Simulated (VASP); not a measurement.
# P (C2/m) in VASP: single point with PBE

Aim: the single point of P with PBE.

All numbers are computed with VASP 6.6.1; they aren't measurements. Logs are shortened: lines on timing, memory, paths and dates and some standing lists are left out, and cuts for length are marked.

### 1 The cell of the first run

Symmetry: C2/m, No. 12, monoclinic system. Conventional cell: a = 6.062 Å, b = 3.458 Å, c = 3.709 Å, α = 90.00°, β = 122.94°, γ = 90.00°. P (site symmetry m) has 6 P at 2.30 to 2.82 Å within 3.0 Å.

### 2 Single point, PBE

Contents of INCAR:

```
SYSTEM = P
PREC = Accurate
ENCUT = 520
EDIFF = 1E-6
ISMEAR = 0
SIGMA = 0.1
LREAL = .FALSE.
LASPH = .TRUE.
NELM = 100
ALGO = Normal
ISIF = 2
LWAVE = .FALSE.
LCHARG = .FALSE.
GGA = PE
NBANDS = 12
```

Contents of KPOINTS:

```
regular mesh
0
G
  6 6 6
  0 0 0
```

Contents of POSCAR:

```
P
1.0
    3.0311471183     -1.7291866435      0.0000000000
    3.0311471183      1.7291866435      0.0000000000
   -2.0171485889      0.0000000000      3.1127438868
P
2
Direct
    0.2286007838      0.2286007838      0.6840378331
    0.7713992162      0.7713992162      0.3159621669
```

Potentials or basis: VASP PAW PBE potentials, release 64 (P).

On the command line:

```bash
cat potpaw_PBE.64/P/POTCAR > POTCAR
mpirun -np 1 vasp_std > vasp.out
```

OUTCAR:

```text
SYSTEM = P
   PREC = Accurate
   ENCUT = 520
   EDIFF = 1E-6
   ISMEAR = 0
   LREAL = .FALSE.
   LASPH = .TRUE.
   NELM = 100
   ISIF = 2
   GGA = PE

 ion  position               nearest neighbor table
   1  0.229  0.229  0.684-   2 2.30   2 2.30   2 2.33   2 2.81   2 2.81   2 2.82
   2  0.771  0.771  0.316-   1 2.30   1 2.30   1 2.33   1 2.81   1 2.81   1 2.82

  LATTYP: Found a base centered monoclinic cell.
 ALAT       =     6.0622942366
 B/A-ratio  =     0.5704726877
 C/A-ratio  =     0.6118453089
 COS(beta)  =    -0.5438250956

  Lattice vectors:

 A1 = (   3.0311471183,  -1.7291866435,   0.0000000000)
 A2 = (   3.0311471183,   1.7291866435,   0.0000000000)
 A3 = (  -2.0171485889,   0.0000000000,   3.1127438868)

Analysis of symmetry for initial positions (statically):
=====================================================================
 Subroutine PRICEL returns:
 Original cell was already a primitive cell.

 Routine SETGRP: Setting up the symmetry group for a
 base centered monoclinic supercell.

 Subroutine GETGRP returns: Found  4 space group operations
 (whereof  4 operations were pure point group operations)
 out of a pool of  4 trial point group operations.

The static configuration has the point symmetry C_2h.

Analysis of symmetry for dynamics (positions and initial velocities):
=====================================================================
 Subroutine PRICEL returns:
 Original cell was already a primitive cell.

 Routine SETGRP: Setting up the symmetry group for a
 base centered monoclinic supercell.

 Subroutine GETGRP returns: Found  4 space group operations
 (whereof  4 operations were pure point group operations)
 out of a pool of  4 trial point group operations.

The dynamic configuration has the point symmetry C_2h.

 Subroutine INISYM returns: Found  4 space group operations
 (whereof  4 operations are pure point group operations),
 and found     1 'primitive' translations

----------------------------------------------------------------------------------------

                                     Primitive cell

  volume of cell :      32.6304

  direct lattice vectors                    reciprocal lattice vectors
     3.031147118 -1.729186644  0.000000000     0.164954052 -0.289153286  0.106895024
     3.031147118  1.729186644  0.000000000     0.164954052  0.289153286  0.106895024
    -2.017148589  0.000000000  3.112743887     0.000000000  0.000000000  0.321259968

  length of vectors
     3.489690431  3.489690431  3.709186290     0.349636967  0.349636967  0.321259968

[... 91 lines left out ...]
   NELECT =      10.0000    total number of electrons
   NUPDOWN=      -1.0000    fix difference up-down
   EMIN   =  10.00;   EMAX   =-10.00  energy-range for DOS
   EFERMI =   0.00;   METHOD = LEGACY
   ISMEAR =     0;   SIGMA  =   0.10  broadening in eV -4-tet -1-fermi 0-gaus
   EFERMI_NEDOS =   21; number of points for ismear=-14 and -15
   IALGO  =     38    algorithm
   IMIX   =      4    mixing-type and parameters
     AMIX     =   0.40;   BMIX     =  1.00
     AMIX_MAG =   1.60;   BMIX_MAG =  1.00
  volume/ion in A,a.u.               =      16.32       110.10
  Fermi-wavevector in a.u.,A,eV,Ry     =   1.103742  2.085769 16.575236  1.218245
  Thomas-Fermi vector in A             =   2.240204
   LORBIT       =      0    0 simple, 1 ext, 2 COOP (PROOUT), +10 PAW based schemes
   GGA     = PE    functional components
   LHFCALC =     F    Hartree Fock is set to
   AEXX    =    0.0000 exact exchange contribution
   IVDW    =     0    specifies the selected vdW correction
   LEPSILON=     F    determine dielectric tensor
   LRPA    =     F    only Hartree local field effects (RPA)
 non-spin polarized calculation
 Gauss-broadening in eV      SIGMA  =   0.10
  energy-cutoff  :      520.00
  volume of cell :       32.63
 maximum number of plane-waves:       891
 NGX is ok and might be reduce to    28
   NGX = 13   NGY = 13   NGZ = 13

 number of electron      10.0000001 magnetization

 Free energy of the ion-electron system (eV)
  ---------------------------------------------------
  ext. energy  EPLUGINS =         0.00000000
  ---------------------------------------------------
  free energy    TOTEN  =       -10.67529107 eV

  energy without entropy =      -10.67399794  energy(sigma->0) =      -10.67464451

 E-fermi :   8.9688     XC(G=0): -10.7159

 val. band max:        8.9117934663   @ k =   0.0000   0.0000   0.5000
 cond. band min:       9.0142813589   @ k =   0.5000  -0.0000   0.5000
 fundamental gap:      0.1024878926
 Fermi energy:         8.9688061703

 k-point     1 :       0.0000    0.0000    0.0000
  band No.  band energies     occupation
      1      -7.5521      2.00000
      2       5.1791      2.00000
      3       5.7282      2.00000
      4       5.9402      2.00000
      5       5.9895      2.00000
      6      10.2527      0.00000
      7      11.4081      0.00000
      8      11.6359      0.00000
      9      14.4681      0.00000
     10      14.5650      0.00000
     11      15.7714      0.00000
     12      15.8041      0.00000
[... 331 lines left out ...]
 k-point    24 :      -0.1667    0.1667    0.1667
  band No.  band energies     occupation
      1      -6.0079      2.00000
      2       0.5025      2.00000
      3       3.9140      2.00000
      4       4.5525      2.00000
      5       6.5724      2.00000
      6      10.8359      0.00000
      7      11.3205      0.00000
      8      12.1743      0.00000
      9      12.7683      0.00000
     10      16.8588      0.00000
     11      17.7968      0.00000
     12      19.5283      0.00000

 [... further k-points ...]

------------------------ aborting loop because EDIFF is reached ----------------------------------------

  FORCE on cell =-STRESS in cart. coord.  units (eV):
  Direction    XX          YY          ZZ          XY          YZ          ZX
  --------------------------------------------------------------------------------------
  -------------------------------------------------------------------------------------
  Total       -0.1552797      0.1584222     -0.0398071      0.0000000      0.0000000     -0.1293343
  in kB       -7.6243509      7.7786509     -1.9545614      0.0000000      0.0000000     -6.3504127
  external PRESSURE =      -0.6000871 kB  Pullay stress =       0.0000000 kB

 VOLUME and BASIS-vectors are now :
 -----------------------------------------------------------------------------
  energy-cutoff  :      520.00
  volume of cell :       32.63
      direct lattice vectors                 reciprocal lattice vectors
     3.031147118 -1.729186644  0.000000000     0.164954052 -0.289153286  0.106895024
     3.031147118  1.729186644  0.000000000     0.164954052  0.289153286  0.106895024
    -2.017148589  0.000000000  3.112743887     0.000000000  0.000000000  0.321259968

 POSITION                                       TOTAL-FORCE (eV/Angst)
 -----------------------------------------------------------------------------------
      0.00604      0.00000      2.12923        -0.018044      0.000000     -0.199980
      4.03911      0.00000      0.98351         0.018044      0.000000      0.199980
 -----------------------------------------------------------------------------------
    total drift:                               -0.000000      0.000000      0.000000

  FREE ENERGIE OF THE ION-ELECTRON SYSTEM (eV)
  ---------------------------------------------------
  free  energy   TOTEN  =       -10.6752910718 eV

  energy  without entropy=      -10.6739979427  energy(sigma->0) =      -10.67464451
```

stdout:

```text
POSCAR found type information on POSCAR P
 POSCAR found :  1 types and       2 ions
 scaLAPACK will be used
 LDA part: xc-table for (Slater+PW92), standard interpolation
 POSCAR, INCAR and KPOINTS ok, starting setup
 FFT: planning ... GRIDC
 FFT: planning ... GRID_SOFT
 FFT: planning ... GRID
 WAVECAR not read
 entering main loop
```

It took 31 s on 1 thread of Oxide Virtual Turin-like, shared host; peak memory 0.12 GiB.

Results:

- Free energy: -10.6753 eV
- Pressure: -0.1 GPa
- Largest force: 0.201 eV/Å
- Band gap on the k mesh: zero (bands 5 and 6 overlap by 0.77 eV)

Forces on the atoms (eV/Å):
```
P   -0.018  0.000 -0.200
P    0.018  0.000  0.200
```

Stress tensor (GPa, compression positive):
```
-0.76  0.00 -0.64
 0.00  0.78  0.00
-0.64  0.00 -0.20
```

Caveat: the k points lie up to 0.37 Å⁻¹ apart, too coarse for converged energies and pressures of a metal.

The gap in the log of VASP goes by the Fermi energy; the results here count the filled bands.